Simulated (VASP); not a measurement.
Crystal: Rh.

```
Rh
1.0
     0.00000    1.89785    1.89785
     1.89785    0.00000    1.89785
     1.89785    1.89785    0.00000
Rh
1
Direct
  0.00000 0.00000 0.00000
```

```yaml
Program: VASP 6.6.1
Task: relaxation of cell and atoms
Functional: PBEsol
Potentials_or_basis: VASP PAW PBE potentials, release 64 (Rh_pv)
Cutoff: 600 eV
k_mesh: 18 × 18 × 18
Occupations: fermi-dirac, width 0.05 eV
Spin: no spin polarisation
```

At the start: pressure -3.7 GPa; volume 13.67 Å³/atom.

Question: How do energy, volume and symmetry change on relaxing?

Answer: Over 3 steps the energy falls by 2.1 meV/atom and the volume is 13.50 Å³/atom (-1.3 %); space group Fm-3m (No. 225, to 0.05 Å).

Step by step:
```tsv
step	energy change (eV)	largest force (eV/Å)	pressure (GPa)	volume (Å³)
1	0.0000	0.0000	-3.73	13.67
2	0.0124	0.0000	10.87	13.05
3	-0.0021	0.0000	-0.04	13.50
```

Final structure:
```
CELL_PARAMETERS angstrom
0.00000 1.88974 1.88974
1.88974 0.00000 1.88974
1.88974 1.88974 0.00000
ATOMIC_POSITIONS crystal
Rh 0.00000 0.00000 0.00000
```

Caveat: the PAW data sets were made with another functional, which shifts forces and pressure a little.
